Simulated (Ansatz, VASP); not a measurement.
## SiC3: VASP beside Ansatz

Contents of POSCAR:

```
SiC3
1.0
    2.7681522849      0.0000000000      0.0000000000
    0.0000000000      2.7681522849      0.0000000000
    0.0000000000      0.0000000000      4.0487272044
C Si
3 1
Direct
    0.5000000000      0.0000000000      0.7862689763
    0.5000000000      0.5000000000      0.0000000000
    0.0000000000      0.5000000000      0.2137310237
    0.0000000000      0.0000000000      0.5000000000
```

File INCAR.step1:

```
SYSTEM = SiC3
PREC = Accurate ; ENCUT = 520
ISMEAR = 0 ; SIGMA = 0.01
LREAL = .False. ; LASPH = .True.
NELM = 60 ; NBANDS = 16
GGA = PE ; ALGO = Normal
EDIFF = 1E-4 ; LWAVE = .True.
LCHARG = .False.
```

File INCAR.step2:

```
SYSTEM = SiC3
PREC = Accurate ; ENCUT = 520
EDIFF = 1E-6 ; ISMEAR = 0
SIGMA = 0.01 ; LREAL = .False.
LASPH = .True. ; NELM = 60
ALGO = Normal ; ISIF = 2
LWAVE = .False. ; LCHARG = .False.
METAGGA = R2SCAN ; LMIXTAU = .True.
NBANDS = 16 ; ISTART = 1
```

File KPOINTS:

```
Automatic mesh
0
Gamma
  8 8 6
  0 0 0
```

Input for Ansatz:

```yaml
crystal:
  lattice:
    - [2.7681522849, 0.0, 0.0]
    - [0.0, 2.7681522849, 0.0]
    - [0.0, 0.0, 4.0487272044]
  atoms:
    - { symbol: C, position: [0.5, 0.0, 0.7862689763] }
    - { symbol: C, position: [0.5, 0.5, 0.0] }
    - { symbol: C, position: [0.0, 0.5, 0.2137310237] }
    - { symbol: Si, position: [0.0, 0.0, 0.5] }
kpoints:
  mp_grid: { grid: [8, 8, 6] }
hamiltonian:
  xc: r2scan
scf:
  occupations: { method: fixed }
  n_extra_bands: 5
output:
  forces: true
  stress: true
  eigenvalues: true
```

Alike in both runs: task single point; functional r2SCAN; k mesh 8 × 8 × 6; no spin polarisation.

|  | VASP | Ansatz |
| --- | --- | --- |
| version | VASP 6.6.1 | Ansatz 0.2.0 |
| potentials or method | VASP PAW PBE potentials, release 64 (C, Si) | plane waves, PAW |
| plane-wave cutoff (eV) | 520 | 500 |
| occupations | gaussian, width 0.01 eV | fixed |
| valence electrons in the cell | 16 | 16 |

```csv
,VASP,Ansatz,Ansatz less VASP
gap on the k mesh at the Fermi level (eV),1.77,1.76,-0.008
pressure (GPa),9.6,9.6,0.00
"traceless stress, the component that is largest in VASP (GPa)",0.57,0.77,+0.198
rms of the force components (eV/Å),0.046,0.068,+0.0212
```

VASP's potentials were made for PBE, not for r2SCAN. Atom by atom the forces differ by 0.021 eV/Å (rms over components).
